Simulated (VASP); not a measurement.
Input of a VASP 6.6.1 run:

File INCAR:

```
SYSTEM = Hf2Pd2Se2Br2O3
PREC     = Accurate       ! precision mode
ENCUT    = 600            ! plane-wave cutoff, eV
EDIFF    = 1E-7           ! SCF threshold, eV
ISMEAR   = -1             ! smearing method
SIGMA    = 0.05           ! smearing width, eV
LREAL    = .False.        ! projectors in reciprocal space
LASPH    = .True.         ! aspherical terms in the spheres
NELM     = 60             ! most SCF steps
ALGO     = Normal         ! electronic algorithm
ISIF     = 3              ! what is computed and relaxed
LWAVE    = .False.        ! write WAVECAR
LCHARG   = .False.        ! write CHGCAR
GGA      = PE             ! functional
IVDW     = 13             ! dispersion correction
IBRION   = 2              ! ionic algorithm
NSW      = 60             ! ionic steps
EDIFFG   = -0.01          ! ionic threshold
```

Contents of KPOINTS:

```
regular mesh
0
Gamma
  4 4 3
  0 0 0
```

File POSCAR:

```
Hf2Pd2Se2Br2O3
1.0
    5.7589900000      0.0000000000      0.0000000000
   -2.8794900000      4.9874300000      0.0000000000
    0.0000000000      0.0000000000      8.5254700000
Hf Pd Se Br O
2 2 2 2 3
Direct
    0.3333300000      0.6666700000      0.5420100000
    0.6666700000      0.3333300000      0.5420100000
    0.3333300000      0.6666700000      0.1288000000
    0.6666700000      0.3333300000      0.1288000000
    0.3333300000      0.6666700000      0.8557200000
    0.6666700000      0.3333300000      0.8557200000
    0.0000000000      0.0000000000      0.1389500000
    0.0000000000      0.0000000000      0.6538400000
    0.5000000000      0.0000000000      0.4296300000
    0.0000000000      0.5000000000      0.4296300000
    0.5000000000      0.5000000000      0.4296300000
```

Potentials or basis: VASP PAW PBE potentials, release 64 (Hf_pv, Pd, Se, Br, O).

Command:

```sh
$ cat potpaw_PBE.64/Hf_pv/POTCAR potpaw_PBE.64/Pd/POTCAR potpaw_PBE.64/Se/POTCAR potpaw_PBE.64/Br/POTCAR potpaw_PBE.64/O/POTCAR > POTCAR
$ mpirun -np 1 vasp_std > vasp.out
```

Task: Predict the dispersion energy per atom.

Result: -0.263 eV.

Task: What does it give for the space group after relaxing (to 0.1 Å)?

Result: P6mm (No. 183).

Stress tensor (GPa, compression positive):
```
-0.07  0.00  0.00
 0.00 -0.07  0.00
 0.00  0.00  0.02
```
